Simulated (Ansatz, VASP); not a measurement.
**Two plane-wave programs on Rh**

INCAR

```
PREC = Accurate
ENCUT = 520
EDIFF = 1E-6
ISMEAR = -1
SIGMA = 0.05
LREAL = F
LASPH = T
NELM = 60
ALGO = Normal
ISIF = 2
LWAVE = F
LCHARG = F
GGA = CA
NBANDS = 38
```

The input KPOINTS:

```
Automatic mesh
0
Gamma
  10 10 3
```

POSCAR

```
Rh
1.0
    2.6367956380      0.0000000000      0.0000000000
   -1.3183978190      2.2835320057      0.0000000000
    0.0000000000      0.0000000000      8.6184672829
Rh
4
Direct
    0.0000000000      0.0000000000      0.0000000000
    0.3333333333      0.6666666667      0.2500000000
    0.0000000000      0.0000000000      0.5000000000
    0.6666666667      0.3333333333      0.7500000000
```

Input for Ansatz:

```yaml
crystal:
  lattice:
    - [2.636795637961848, 0.0, 0.0]
    - [-1.318397818980924, 2.283532005671855, 0.0]
    - [0.0, 0.0, 8.618467282853313]
  atoms:
    - { symbol: Rh, position: [0.0, 0.0, 0.0] }
    - { symbol: Rh, position: [0.3333333333333333, 0.6666666666666666, 0.25] }
    - { symbol: Rh, position: [0.0, 0.0, 0.5] }
    - { symbol: Rh, position: [0.6666666666666666, 0.3333333333333333, 0.75] }
basis:
  ecutwfc: 500.0
kpoints:
  mp_grid:
    grid: [10, 10, 3]
hamiltonian:
  xc: lda
scf:
  mixing:
    algorithm: anderson
    beta: 0.6
    ndim: 8
  occupations:
    method: fermi_dirac
    width: 0.05
output:
  stress: true
```

Alike in both runs: task single point; functional LDA; k mesh 10 × 10 × 3; occupations fermi-dirac, width 0.05 eV; no spin polarisation.

|  | VASP | Ansatz |
| --- | --- | --- |
| version | VASP 6.6.1 | Ansatz 0.2.0 |
| potentials or method | VASP PAW LDA potentials, release 64 (Rh_pv), cutoff 520 eV | plane waves, PAW |
| valence electrons in the cell | 60 | 68 |

|  | VASP | Ansatz | Ansatz less VASP |
| --- | --- | --- | --- |
| pressure (GPa) | 7.8 | 6.8 | -1.02 |
| traceless stress, the component that is largest in VASP (GPa) | 0.44 | 0.45 | +0.009 |

LDA's correlation is that of Perdew and Zunger in VASP and of Perdew and Wang (1992) in Ansatz. VASP's potentials hold 60 valence electrons a cell and Ansatz's 68, so a difference there can come from the potentials and not from the codes.
